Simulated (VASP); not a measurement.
Here is a VASP 6.6.1 calculation.

Contents of INCAR:

```
SYSTEM = Si8NO14
ALGO = Normal ; EDIFF = 1E-6
ENCUT = 520 ; GGA = CA
ISIF = 2 ; ISMEAR = 0
ISPIN = 2 ; LASPH = .True.
LCHARG = .False. ; LORBIT = 11
LREAL = Auto ; LWAVE = .False.
MAGMOM = 0 0 0 0 0 0 0 0 0 0 0 0 0 0 0 0 0 0 0 0 0 0 0 ; NBANDS = 82
NELM = 150 ; PREC = Accurate
SIGMA = 0.05
```

KPOINTS

```
k-points
0
Gamma
  2 2 2
  0 0 0
```

The input POSCAR:

```
Si8NO14
1.0
   -4.1693000000     -4.1693000000      0.0000000000
    4.1693000000     -4.1693000000      0.0000000000
    0.0000000000      0.0000000000      5.3304000000
Si O N
8 14 1
Direct
    0.5004190152      0.4993922241      0.0012023488
    0.0001027750      0.4948942268      0.2503858997
    0.5004263306      0.4995005157      0.4995435615
    0.0008726885      0.5429787974      0.7502902221
   -0.0043859881     -0.0006616219      0.0227523263
    0.4998712014     -0.0033010337      0.2503690155
   -0.0043286643     -0.0015128439      0.4782466607
    0.4957911400      0.0016688653      0.7504206063
    0.1927703691      0.4999900463     -0.0003012907
   -0.0007292591      0.1980523109      0.2507230227
    0.8082178063      0.4987013408     -0.0014908825
   -0.0019323388      0.7985732617      0.2501035570
    0.1927364306      0.5001827645      0.5009717845
    0.8082522246      0.4989012544      0.5021613763
    0.6908487036     -0.0039360324      0.0092516509
    0.5020787662      0.6890988895      0.2502648957
    0.3094672967     -0.0052243782      0.0117587798
    0.5009255750      0.3072690859      0.2503883386
    0.6908984722     -0.0041767203      0.4915623593
    0.5001156069      0.6933873792      0.7504810146
    0.3094284412     -0.0054654259      0.4890293411
    0.4993380184      0.3056517881      0.7503650758
    0.0061049817      1.0866384045      0.7503588849
```

Potentials or basis: VASP PAW LDA potentials, release 64 (Si, O, N).

The run is started by

```sh
$ cat potpaw_LDA.64/Si/POTCAR potpaw_LDA.64/O/POTCAR potpaw_LDA.64/N/POTCAR > POTCAR
$ mpirun -np 1 vasp_std > vasp.out
```

(1) Estimate the net moment.

(2) Estimate the pressure.

## Answers

(1) 0.00 μB per cell.

(2) 10.2 GPa.

Caveat: the k points lie up to 0.59 Å⁻¹ apart; no moment was typed at the start, so none could form.
